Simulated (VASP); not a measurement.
Runs of VASP 6.6.1 on CaO. The structure is that of space group Pm-3m (No. 221), or close to it. The cells are those of the table. 

```tsv
task	level	potentials or basis	cell	k mesh	cutoff (eV)	smearing	gap on the mesh (eV)	pressure (GPa)	relaxed volume (Å³/atom)
dielectric tensor	r2SCAN	VASP PAW PBE potentials, release 64 (Ca_sv, O)	a = 2.903 Å, 2 atoms	8 × 8 × 8	520	gaussian 0.01 eV	3.28	-	-
relaxation of cell and atoms	LDA	VASP PAW LDA potentials, release 64 (Ca_sv, O)	relaxed from a = 2.934 Å, 2 atoms	8 × 8 × 8	600	fermi-dirac 0.02 eV	2.56	0.0	11.62
single point	PBEsol	VASP PAW PBE potentials, release 64 (Ca_sv, O)	a = 2.888 Å, 2 atoms	8 × 8 × 8	520	fermi-dirac 0.02 eV	2.68	0.7	-
single point	LDA	VASP PAW LDA potentials, release 64 (Ca_sv, O)	a = 2.848 Å, 2 atoms	8 × 8 × 8	520	fermi-dirac 0.02 eV	2.55	1.0	-
single point	LDA	VASP PAW LDA potentials, release 64 (Ca_sv, O)	a = 2.903 Å, 2 atoms	8 × 8 × 8	520	gaussian 0.01 eV	(a)	(b)	-
relaxation of cell and atoms	PBEsol	VASP PAW PBE potentials, release 64 (Ca_sv, O)	relaxed from a = 2.934 Å, 2 atoms	8 × 8 × 8	600	fermi-dirac 0.02 eV	2.68	0.0	12.11
single point	r2SCAN	VASP PAW PBE potentials, release 64 (Ca_sv, O)	a = 2.903 Å, 2 atoms	8 × 8 × 8	520	fermi-dirac 0.02 eV	3.28	1.0	-
relaxation of cell and atoms	r2SCAN	VASP PAW PBE potentials, release 64 (Ca_sv, O)	relaxed from a = 2.934 Å, 2 atoms	8 × 8 × 8	600	fermi-dirac 0.02 eV	3.28	0.0	(c)
single point	PBE	VASP PAW PBE potentials, release 64 (Ca_sv, O)	a = 2.903 Å, 2 atoms	6 × 6 × 6	520	gaussian 0.01 eV	2.76	4.3	-
single point	PBE	VASP PAW PBE potentials, release 64 (Ca_sv, O)	a = 2.903 Å, 2 atoms	8 × 8 × 8	520	fermi-dirac 0.02 eV	2.76	4.3	-
dielectric tensor	PBE	VASP PAW PBE potentials, release 64 (Ca_sv, O)	a = 2.903 Å, 2 atoms	8 × 8 × 8	520	gaussian 0.01 eV	2.76	-	-
```

Alike in all rows: no spin polarisation.

Estimate the missing entries.

(a) 2.59; (b) -6.0; (c) 12.33.

Caveats: the PAW data sets were made with another functional, which shifts forces and pressure a little (some runs).

A k mesh can miss the band edges.
